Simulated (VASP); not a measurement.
# HfO2 (P1) in VASP: a series of runs, part 2 of 2

VASP 6.6.1. The steps go on from the part before.

## (3) Single point, PBEsol

File INCAR:

```
PREC = Accurate ; ENCUT = 520
EDIFF = 1E-7 ; ISMEAR = -1
SIGMA = 0.112 ; LREAL = Auto
LASPH = T ; NELM = 80
ALGO = Normal ; ISIF = 2
LWAVE = F ; LCHARG = T
GGA = PS ; LELF = T
LVHAR = T ; NBANDS = 106
```

File KPOINTS:

```
Automatic mesh
0
Gamma
  2 2 2
```

File POSCAR:

```
HfO2
1.0
    0.0000000000      5.0583646387      5.0583646387
    5.0583646387      0.0000000000      5.0583646387
    5.0583646387      5.0583646387      0.0000000000
Hf O
8 16
Direct
   -0.0109403936      0.0273929441     -0.0257196761
   -0.0030587949      0.0023241701      0.5060759124
    0.0123656566      0.4994139767     -0.0070064146
    0.0103228027      0.5156167430      0.4975806767
    0.4877966845     -0.0456112828      0.0226746208
    0.5043462032      0.0048043195      0.4930617261
    0.4871189952      0.5022744862      0.0002246774
    0.5026384378      0.4999027711      0.5081358667
    0.1424571085      0.1572170171      0.1212846530
    0.3912475951      0.4242637993      0.3734396658
    0.1629575088      0.1211046541      0.6047635389
    0.3980709466      0.4145901195      0.8317148526
    0.1403762976      0.5343457210      0.1537488014
    0.3716178319      0.8358773639      0.3772058039
    0.0706462514      0.6449959094      0.6621587685
    0.3319415700      0.8537867094      0.9237055518
    0.5730256134      0.1029420647      0.1574061099
    0.8632921531      0.3561646162      0.4330155409
    0.6511754757      0.0690053060      0.6529114123
    0.8472233234      0.3477367935      0.8810210055
    0.6642617209      0.6245524444      0.0795415176
    0.9551717492      0.8720017862      0.3077822797
    0.6686959604      0.6656248097      0.6188079001
    0.8728225060      0.9075362944      0.8769696961
```

Potentials or basis: VASP PAW PBE potentials, release 64 (Hf_pv, O).

Run with:

```console
$ cat potpaw_PBE.64/Hf_pv/POTCAR potpaw_PBE.64/O/POTCAR > POTCAR
$ mpirun -np 1 vasp_std > vasp.out
```

Wall time 19 min (1 thread of Intel Xeon 8259CL, shared host); peak memory 0.47 GiB.

It converged, with:

```yaml
Free_energy: -250.6612 eV
Pressure: 7.6 GPa
Largest_force: 3.572 eV/Å
Band_gap_on_the_k_mesh: 3.72 eV (least direct gap 3.84 eV)
```

Forces in eV/Å, atoms in the order of the input:
```
Hf  -0.681  1.397 -1.448
Hf  -0.138 -0.258  0.825
Hf   0.741  0.484 -0.883
Hf  -1.128 -0.767 -0.611
Hf   0.524 -0.131  2.814
Hf  -0.096  0.926  0.363
Hf  -0.109  0.654  0.289
Hf  -1.099  2.073  2.628
O   -0.295 -0.451 -0.062
O   -2.091 -1.273 -2.461
O   -0.027  0.056  0.630
O    0.234  0.401 -0.787
O    1.417  0.851  1.268
O    0.868  0.624 -0.479
O   -1.636 -0.108 -0.125
O   -0.615  0.159  0.519
O    1.280  0.380  1.586
O    0.815 -1.795 -1.106
O   -0.545 -3.179 -1.535
O    0.588 -0.200  1.482
O    0.120  0.541 -0.652
O    1.330  0.479 -1.104
O    1.097 -1.835 -0.904
O   -0.554  0.971 -0.245
```

Stress tensor (GPa, compression positive):
```
 7.07 -0.06  1.16
-0.06  5.40 -1.89
 1.16 -1.89 10.33
```

Levels at points of the mesh, in eV from the valence-band top:
```
           k point  band 84  band 85  band 86  band 87  band 88  band 89  band 90  band 91  band 92  band 93
(0.00, 0.00, 0.00)    -0.81    -0.71    -0.39    -0.32    -0.12     3.72     4.42     4.63     4.77     4.85
(0.50, 0.00, 0.00)    -0.76    -0.71    -0.57    -0.37    -0.19     4.30     4.43     4.63     4.99     5.00
(0.00, 0.50, 0.00)    -0.77    -0.66    -0.51    -0.45    -0.27     4.21     4.50     4.84     4.99     5.08
(0.00, 0.00, 0.50)    -0.74    -0.63    -0.51    -0.36    -0.23     4.18     4.51     4.73     4.90     5.07
(0.50, 0.50, 0.50)    -0.73    -0.67    -0.63    -0.33    -0.17     4.15     4.57     4.79     4.95     4.98
(0.50, 0.50, 0.00)    -0.51    -0.44    -0.34    -0.25    -0.15     4.22     4.47     4.69     4.81     5.05
(0.00, 0.50, 0.50)    -0.63    -0.58    -0.40    -0.20    -0.05     4.32     4.57     4.71     5.05     5.07
(0.50, 0.00, 0.50)    -0.49    -0.48    -0.34    -0.28     0.00     4.25     4.61     4.75     4.92     5.17
```

Caveat: the k points lie up to 0.54 Å⁻¹ apart; the atoms stand as in a frame of molecular dynamics; the PAW data sets were made with another functional, which shifts forces and pressure a little; spin-orbit coupling is left out, which moves the levels of the heavy elements.

## (4) Single point, PBEsol

File INCAR:

```
PREC = Accurate
ENCUT = 520
EDIFF = 1E-6
ISMEAR = -1
SIGMA = 0.112
LREAL = Auto
LASPH = True
NELM = 60
ALGO = Normal
ISIF = 2
LWAVE = False
LCHARG = False
GGA = PS
NBANDS = 106
```

File KPOINTS:

```
regular mesh
0
Gamma
  2 2 2
```

File POSCAR:

```
HfO2
1.0
    0.0000000000      5.0583646387      5.0583646387
    5.0583646387      0.0000000000      5.0583646387
    5.0583646387      5.0583646387      0.0000000000
Hf O
8 16
Direct
   -0.0261056704      0.0327588088     -0.0186904280
   -0.0040329240      0.0028485491      0.5036948069
    0.0208840223      0.4941755248     -0.0053054696
    0.0104195731      0.5218789448      0.4946727211
    0.4903965367     -0.0416866942      0.0239066395
    0.5106551592      0.0115620372      0.4805171579
    0.4895251088      0.4875612330      0.0052118623
    0.5086069676      0.4950577269      0.5129631186
    0.1332922887      0.1539709087      0.1066457321
    0.3912414666      0.3757380370      0.3692292141
    0.1522901283      0.1219293278      0.6032955744
    0.3734703081      0.4105220063      0.8496659112
    0.1328269209      0.5422894939      0.1726973167
    0.3509151923      0.8471107376      0.3906620303
    0.0850798688      0.6307924058      0.6541693287
    0.3403787831      0.8584264501      0.9063654615
    0.5901112737      0.1419822514      0.1279757483
    0.8295911425      0.3643858503      0.4539228909
    0.6004537468      0.1109101538      0.6173564429
    0.8726464609      0.3661471903      0.8590683571
    0.6531599115      0.6122358156      0.1124857618
    0.9637640519      0.8726844179      0.3226376737
    0.6466450590      0.6670617366      0.6045723704
    0.8802427895      0.8774436635      0.8830494278
```

Potentials or basis: VASP PAW PBE potentials, release 64 (Hf_pv, O).

Run with:

```console
$ cat potpaw_PBE.64/Hf_pv/POTCAR potpaw_PBE.64/O/POTCAR > POTCAR
$ mpirun -np 1 vasp_std > vasp.out
```

OUTCAR:

```text
PREC = Accurate
   ENCUT = 520
   EDIFF = 1E-6
   ISMEAR = -1
   LREAL = Auto
   LASPH = True
   NELM = 60
   ISIF = 2
   GGA = PS

 ion  position               nearest neighbor table
   1  0.974  0.033  0.981-  20 1.95  24 2.04  22 2.09  16 2.17  11 2.23  17 2.25   9 2.38  13 2.87
                             7 3.36   6 3.45   2 3.45   4 3.50   3 3.53   5 3.60   5 3.61   3 3.65
   2  0.996  0.003  0.504-  22 2.08  14 2.09  18 2.16  15 2.18  11 2.20  24 2.22   9 2.32  19 2.32
                             4 3.42   1 3.45   5 3.50   8 3.50   6 3.53   3 3.58   3 3.58   6 3.63
   3  0.021  0.494  0.995-   9 1.99  15 2.01  13 2.03  12 2.07  21 2.15  24 2.24  20 2.41  18 2.69
                             7 3.37   8 3.47   4 3.52   1 3.53   5 3.57   2 3.58   2 3.58   5 3.61
   4  0.010  0.522  0.495-  13 1.97  15 2.03  22 2.10  23 2.13  20 2.15  10 2.23  18 2.28  11 2.34
                             2 3.42   7 3.48   1 3.50   3 3.52   8 3.54   6 3.54   6 3.62   8 3.62
   5  0.490  0.958  0.024-  21 2.04   9 2.14  14 2.14  16 2.15  17 2.29  24 2.30  19 2.38  12 2.65
                             8 3.42   7 3.44   2 3.50   6 3.55   3 3.57   1 3.60   1 3.61   3 3.61
   6  0.511  0.012  0.481-  19 1.91  23 2.02  17 2.07  11 2.09  10 2.13  14 2.44  16 2.50  22 2.65
                             7 3.41   1 3.45   2 3.53   4 3.54   5 3.55   8 3.57   8 3.59   4 3.62
   7  0.490  0.488  0.005-  17 2.02  12 2.06  13 2.12  10 2.14  16 2.17  20 2.24  21 2.32  23 2.38
                             1 3.36   3 3.37   6 3.41   8 3.43   5 3.44   4 3.48   4 3.70   5 3.72
   8  0.509  0.495  0.513-  18 1.90  12 1.98  14 2.08  10 2.22  19 2.27  21 2.34  23 2.36  15 2.47
                             5 3.42   7 3.43   3 3.47   2 3.50   4 3.54   6 3.57   6 3.59   4 3.62
   9  0.133  0.154  0.107-   3 1.99   5 2.14   2 2.32   1 2.38
  10  0.391  0.376  0.369-   6 2.13   7 2.14   8 2.22   4 2.23
  11  0.152  0.122  0.603-   6 2.09   2 2.20   1 2.23   4 2.34
  12  0.373  0.411  0.850-   8 1.98   7 2.06   3 2.07   5 2.65
  13  0.133  0.542  0.173-   4 1.97   3 2.03   7 2.12   1 2.87
  14  0.351  0.847  0.391-   8 2.08   2 2.09   5 2.14   6 2.44
[... 8 lines left out ...]
  23  0.647  0.667  0.605-   6 2.02   4 2.13   8 2.36   7 2.38
  24  0.880  0.877  0.883-   1 2.04   2 2.22   3 2.24   5 2.30

  LATTYP: Found a face centered cubic cell.
 ALAT       =    10.1167292774

  Lattice vectors:

 A1 = (   0.0000000000,   5.0583646387,   5.0583646387)
 A2 = (   5.0583646387,   0.0000000000,   5.0583646387)
 A3 = (   5.0583646387,   5.0583646387,   0.0000000000)

Analysis of symmetry for initial positions (statically):
=====================================================================
 Subroutine PRICEL returns:
 Original cell was already a primitive cell.

 Routine SETGRP: Setting up the symmetry group for a
 face centered cubic supercell.

 Subroutine GETGRP returns: Found  1 space group operations
 (whereof  1 operations were pure point group operations)
 out of a pool of 48 trial point group operations.

The static configuration has the point symmetry C_1 .

Analysis of symmetry for dynamics (positions and initial velocities):
=====================================================================
 Subroutine PRICEL returns:
 Original cell was already a primitive cell.

 Routine SETGRP: Setting up the symmetry group for a
 face centered cubic supercell.

 Subroutine GETGRP returns: Found  1 space group operations
 (whereof  1 operations were pure point group operations)
 out of a pool of 48 trial point group operations.

[... 109 lines left out ...]
   k-points           NKPTS =      8   k-points in BZ     NKDIM =      8   number of bands    NBANDS=    106
   number of dos      NEDOS =    301   number of ions     NIONS =     24
   total plane-waves  NPLWV = 157464
   dimension x,y,z NGX =    54 NGY =   54 NGZ =   54
   dimension x,y,z NGXF=   108 NGYF=  108 NGZF=  108
   ions per type =               8  16
   NGX,Y,Z   is equivalent  to a cutoff of  12.55, 12.55, 12.55 a.u.
   NGXF,Y,Z  is equivalent  to a cutoff of  25.10, 25.10, 25.10 a.u.
 SYSTEM =  unknown system
   PREC   = accura    normal or accurate (medium, high low for compatibility)
   ISTART =      0    job   : 0-new  1-cont  2-samecut
   ICHARG =      2    charge: 1-file 2-atom 10-const
   ISPIN  =      1    spin polarized calculation?
   LNONCOLLINEAR =      F non collinear calculations
   LSORBIT =      F    spin-orbit coupling
   LASPH  =      T    aspherical Exc in radial PAW
   ENCUT  =  520.0 eV  38.22 Ry    6.18 a.u.  13.30 13.30 13.30*2*pi/ulx,y,z
   NELM   =     60;   NELMIN=  2; NELMDL= -5     # of ELM steps
   EDIFF  = 0.1E-05   stopping-criterion for ELM
   LREAL  =      T    real-space projection
   EDIFFG = 0.1E-04   stopping-criterion for IOM
   NSW    =      0    number of steps for IOM
   IBRION =     -1    ionic relax: 0-MD 1-quasi-New 2-CG
   NFREE  =      0    steps in history (QN), initial steepest desc. (CG)
   ISIF   =      2    stress and relaxation
   ISYM   =      2    0-nonsym 1-usesym 2-fastsym
   POTIM  = 0.5000    time-step for ionic-motion
   TEBEG  =    0.0;   TEEND  =   0.0 temperature during run
   PSTRESS=    0.0 pullay stress
   NELECT =     176.0000    total number of electrons
   NUPDOWN=      -1.0000    fix difference up-down
   EMIN   =  10.00;   EMAX   =-10.00  energy-range for DOS
   EFERMI =   0.00;   METHOD = LEGACY
   ISMEAR =    -1;   SIGMA  =   0.11  broadening in eV -4-tet -1-fermi 0-gaus
   EFERMI_NEDOS =   21; number of points for ismear=-14 and -15
   IALGO  =     38    algorithm
   IMIX   =      4    mixing-type and parameters
     AMIX     =   0.40;   BMIX     =  1.00
     AMIX_MAG =   1.60;   BMIX_MAG =  1.00
  volume/ion in A,a.u.               =      10.79        72.79
  Fermi-wavevector in a.u.,A,eV,Ry     =   1.439546  2.720348 28.195259  2.072293
  Thomas-Fermi vector in A             =   2.558390
   LORBIT       =      0    0 simple, 1 ext, 2 COOP (PROOUT), +10 PAW based schemes
   GGA     = PS    functional components
   LHFCALC =     F    Hartree Fock is set to
   AEXX    =    0.0000 exact exchange contribution
   IVDW    =     0    specifies the selected vdW correction
   LEPSILON=     F    determine dielectric tensor
   LRPA    =     F    only Hartree local field effects (RPA)
 non-spin polarized calculation
  energy-cutoff  :      520.00
  volume of cell :      258.86
 maximum number of plane-waves:      6982
 NGX is ok and might be reduce to    54
   NGX = 27   NGY = 27   NGZ = 27

 number of electron     176.0000000 magnetization

 Free energy of the ion-electron system (eV)
  ---------------------------------------------------
  ext. energy  EPLUGINS =         0.00000000
  ---------------------------------------------------
  free energy    TOTEN  =      -250.64716557 eV

  energy without entropy =     -250.64716549  energy(sigma->0) =     -250.64716553

 E-fermi :   5.8787     XC(G=0): -12.1190

 val. band max:        3.8853986114   @ k =   0.5000   0.5000   0.0000
 cond. band min:       7.8040979076   @ k =   0.0000   0.0000   0.0000
 fundamental gap:      3.9186992962
 Fermi energy:         5.8787387533

 k-point     1 :       0.0000    0.0000    0.0000
  band No.  band energies     occupation
      1     -26.1670      2.00000
      2     -26.1266      2.00000
      3     -26.0907      2.00000
      4     -25.8355      2.00000
      5     -25.7827      2.00000
      6     -25.7808      2.00000
[... 813 lines left out ...]
     99       9.4842      0.00000
    100       9.5654      0.00000
 [bands above 100 left out]

------------------------ aborting loop because EDIFF is reached ----------------------------------------

  FORCE on cell =-STRESS in cart. coord.  units (eV):
  Direction    XX          YY          ZZ          XY          YZ          ZX
  --------------------------------------------------------------------------------------
  -------------------------------------------------------------------------------------
  Total        6.5377890      5.1633543     10.2582915      0.1099174     -4.0456814      3.7957063
  in kB       40.4651439     31.9581855     63.4929089      0.6803253    -25.0404349     23.4932333
  external PRESSURE =      45.3054128 kB  Pullay stress =       0.0000000 kB

 VOLUME and BASIS-vectors are now :
 -----------------------------------------------------------------------------
  energy-cutoff  :      520.00
  volume of cell :      258.86
      direct lattice vectors                 reciprocal lattice vectors
     0.000000000  5.058364639  5.058364639    -0.098846176  0.098846176  0.098846176
     5.058364639  0.000000000  5.058364639     0.098846176 -0.098846176  0.098846176
     5.058364639  5.058364639  0.000000000     0.098846176  0.098846176 -0.098846176

 POSITION                                       TOTAL-FORCE (eV/Angst)
 -----------------------------------------------------------------------------------
      5.12953      9.89013      5.09202        -1.591711      1.552226      1.201793
      2.56228      7.58584      5.05237         0.707985      0.433219      0.297063
      7.53125      5.13717      2.60536         1.038923     -1.161028     -0.844100
      5.14209      2.55494      2.69256        -0.499965      0.424705     -1.964109
      4.96843      2.60153      7.32810        -0.692695     -0.761241     -0.034817
      2.48912      5.01371      2.64156         0.715263     -1.353004     -2.628809
[... 16 lines left out ...]
      6.43239      6.32911      6.64521         0.191775     -0.342674     -0.276875
      8.90522      8.91937      8.89102         0.886397     -0.790553      0.402265
 -----------------------------------------------------------------------------------
    total drift:                                0.006098     -0.001583     -0.005376

  FREE ENERGIE OF THE ION-ELECTRON SYSTEM (eV)
  ---------------------------------------------------
  free  energy   TOTEN  =      -250.6471655742 eV

  energy  without entropy=     -250.6471654949  energy(sigma->0) =     -250.64716553
```

Run time: 16 min. Hardware: 1 thread of Intel Xeon 8259CL, shared host; peak memory 0.47 GiB.

Results:

```yaml
Free_energy: -250.6472 eV
Pressure: 4.5 GPa
Largest_force: 3.696 eV/Å
Band_gap_on_the_k_mesh: 3.92 eV (least direct gap 4.12 eV)
```

Forces in eV/Å, atoms in the order of the input:
```
Hf  -1.592  1.552  1.202
Hf   0.708  0.433  0.297
Hf   1.039 -1.161 -0.844
Hf  -0.500  0.425 -1.964
Hf  -0.693 -0.761 -0.035
Hf   0.715 -1.353 -2.629
Hf   1.924 -0.298  1.922
Hf  -0.863 -2.117 -0.611
O    0.491  0.806  0.216
O    1.793 -0.252  1.704
O   -0.094  0.147 -0.072
O   -0.806  0.802  0.655
O   -1.046 -1.919  0.674
O   -1.002 -0.264  1.374
O   -0.157  0.243  0.495
O    0.487  0.741 -0.215
O   -1.938  1.459 -1.199
O   -2.198  1.130  0.418
O    1.102  3.441  0.776
O    0.684  0.112 -0.928
O    0.478 -0.301  0.069
O    0.390 -1.732 -1.431
O    0.192 -0.343 -0.277
O    0.886 -0.791  0.402
```

Stress tensor (GPa, compression positive):
```
 4.05  0.07  2.35
 0.07  3.20 -2.50
 2.35 -2.50  6.35
```

Levels at points of the mesh, in eV from the valence-band top:
```csv
k point,band 84,band 85,band 86,band 87,band 88,band 89,band 90,band 91,band 92,band 93
"(0.00, 0.00, 0.00)",-0.58,-0.43,-0.31,-0.27,-0.20,3.92,4.13,4.41,4.64,4.69
"(0.50, 0.00, 0.00)",-0.72,-0.64,-0.55,-0.44,-0.34,4.22,4.46,4.52,4.70,4.83
"(0.00, 0.50, 0.00)",-0.76,-0.61,-0.58,-0.48,-0.28,4.30,4.53,4.57,4.83,4.94
"(0.00, 0.00, 0.50)",-0.71,-0.68,-0.59,-0.50,-0.36,4.18,4.26,4.54,4.59,4.86
"(0.50, 0.50, 0.50)",-0.84,-0.68,-0.44,-0.41,-0.28,4.11,4.33,4.68,4.72,4.86
"(0.50, 0.50, 0.00)",-0.45,-0.38,-0.31,-0.18,0.00,4.15,4.44,4.59,4.77,4.78
"(0.00, 0.50, 0.50)",-0.46,-0.39,-0.31,-0.16,-0.04,4.21,4.40,4.56,4.71,4.83
"(0.50, 0.00, 0.50)",-0.53,-0.31,-0.27,-0.23,-0.11,4.10,4.40,4.63,4.80,5.00
```

Caveat: the k points lie up to 0.54 Å⁻¹ apart; the atoms stand as in a frame of molecular dynamics; the PAW data sets were made with another functional, which shifts forces and pressure a little; spin-orbit coupling is left out, which moves the levels of the heavy elements.

## (5) The runs side by side

| cell | gap on the mesh (eV) | pressure (GPa) | largest force (eV/Å) |
| --- | --- | --- | --- |
| as given, atomic positions A | 3.75 | 0.7 | 3.98 |
| as given, atomic positions B | 3.72 | 7.6 | 3.57 |
| as given, atomic positions C | 3.92 | 4.5 | 3.70 |

Alike in all rows: task single point; level PBEsol; potentials or basis VASP PAW PBE potentials, release 64 (Hf_pv, O); no spin polarisation; k mesh 2 × 2 × 2; cutoff (eV) 520; smearing fermi-dirac 0.112 eV.

Caveats: all runs use coarse meshes; the atoms stand as in a frame of molecular dynamics; the PAW data sets were made with another functional, which shifts forces and pressure a little; spin-orbit coupling is left out, which moves the levels of the heavy elements.

Absolute energies hang on the potentials; compare differences alone.
